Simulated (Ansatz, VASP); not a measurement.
## Rh: VASP beside Ansatz

The input INCAR:

```
SYSTEM = Rh
ALGO     = Fast           ! electronic algorithm
EDIFF    = 1E-6           ! SCF threshold, eV
ENCUT    = 520            ! plane-wave cutoff, eV
GGA      = PS             ! functional
ISIF     = 2              ! what is computed and relaxed
ISMEAR   = 0              ! smearing method
LASPH    = .True.         ! aspherical terms in the spheres
LCHARG   = .False.        ! write CHGCAR
LREAL    = .False.        ! projectors in reciprocal space
LWAVE    = .False.        ! write WAVECAR
NBANDS   = 14             ! bands
NELM     = 100            ! most SCF steps
PREC     = Accurate       ! precision mode
SIGMA    = 0.15           ! smearing width, eV
```

The input KPOINTS:

```
k-points
0
Gamma
  22 22 22
  0 0 0
```

POSCAR

```
Rh
1.0
    0.0000000000      1.9585965000      1.8730267500
    1.9585965000      0.0000000000      1.8730267500
    1.9585965000      1.9585965000      0.0000000000
Rh
1
Direct
    0.0000000000      0.0000000000      0.0000000000
```

Input for Ansatz:

```yaml
crystal:
  lattice:
    - [0.0, 1.9585965, 1.87302675]
    - [1.9585965, 0.0, 1.87302675]
    - [1.9585965, 1.9585965, 0.0]
  atoms:
    - { symbol: Rh, position: [0.0, 0.0, 0.0] }
basis:
  ecutwfc: 420
kpoints:
  mp_grid: { grid: [22, 22, 22] }
hamiltonian:
  xc: pbesol
scf:
  occupations: { method: gaussian, width: 0.15 }
output:
  forces: true
  stress: true
  eigenvalues: true
```

Change from the starting cell: strain +0.030 along x and y, -0.015 along z, atoms carried along.

Alike in both runs: task single point; functional PBEsol; k mesh 22 × 22 × 22; occupations gaussian, width 0.15 eV; no spin polarisation.

|  | VASP | Ansatz |
| --- | --- | --- |
| version | VASP 6.6.1 | Ansatz 0.2.0 |
| potentials or method | VASP PAW PBE potentials, release 64 (Rh_pv), cutoff 520 eV | scalar-relativistic, plane waves, PAW |
| valence electrons in the cell | 15 | 17 |

```tsv
	VASP	Ansatz	Ansatz less VASP
gap on the k mesh at the Fermi level (eV)	none	none	-
pressure (GPa)	-15.4	-15.3	+0.10
traceless stress, the component that is largest in VASP (GPa)	6.17	6.19	+0.018
```

VASP's potentials were made for PBE, not for PBEsol. A gap of «none» marks a metal or a gap that the smearing closes. VASP's potentials hold 15 valence electrons a cell and Ansatz's 17, so a difference there can come from the potentials and not from the codes.
